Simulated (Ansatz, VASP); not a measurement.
NaCl in VASP and in Ansatz

The input INCAR:

```
SYSTEM = NaCl
ALGO = Normal ; EDIFF = 1E-6
ENCUT = 520 ; GGA = PS
ISIF = 2 ; ISMEAR = 0
LASPH = .True. ; LCHARG = .True.
LELF = .True. ; LREAL = .False.
LVHAR = .True. ; LWAVE = .False.
NBANDS = 14 ; NELM = 100
PREC = Accurate ; SIGMA = 0.05
```

File KPOINTS:

```
k-points
0
Gamma
  8 8 8
  0 0 0
```

File POSCAR:

```
NaCl
1.0
    0.0000000000      2.6052100000      2.8317500000
    2.6052100000      0.0000000000      2.8317500000
    2.6052100000      2.6052100000      0.0000000000
Na Cl
1 1
Direct
    0.0000000000      0.0000000000      0.0000000000
    0.5000000000      0.5000000000      0.5000000000
```

Input for Ansatz:

```yaml
crystal:
  lattice:
    - [0.0, 2.60521, 2.83175]
    - [2.60521, 0.0, 2.83175]
    - [2.60521, 2.60521, 0.0]
  atoms:
    - { symbol: Na, position: [0.0, 0.0, 0.0] }
    - { symbol: Cl, position: [0.5, 0.5, 0.5] }
basis:
  ecutwfc: 420
kpoints:
  mp_grid: { grid: [8, 8, 8] }
hamiltonian:
  xc: pbesol
scf:
  occupations: { method: gaussian, width: 0.05 }
output:
  forces: true
  stress: true
  eigenvalues: true
```

Change from the starting cell: strain -0.080 along x and y, +0.000 along z, atoms carried along.

Alike in both runs: task single point; functional PBEsol; k mesh 8 × 8 × 8; occupations gaussian, width 0.05 eV; no spin polarisation.

```csv
,VASP,Ansatz
version,VASP 6.6.1,Ansatz 0.2.0
potentials or method,"VASP PAW PBE potentials, release 64 (Na_pv, Cl), cutoff 520 eV","scalar-relativistic, plane waves, PAW"
valence electrons in the cell,14,16
```

VASP gave:

```
gap on the k mesh at the Fermi level (eV)                     : 5.55
least direct gap on the mesh (eV)                             : 5.55
pressure (GPa)                                                : 5.5
traceless stress, the component that is largest in VASP (GPa) : -4.35
```

**Question.** Which values does Ansatz return?

**Answer.** gap on the k mesh at the Fermi level (eV): 5.55; least direct gap on the mesh (eV): 5.55; pressure (GPa): 5.4; traceless stress, the component that is largest in VASP (GPa): -4.28.

VASP's potentials were made for PBE, not for PBEsol. VASP's potentials hold 14 valence electrons a cell and Ansatz's 16, so a difference there can come from the potentials and not from the codes.
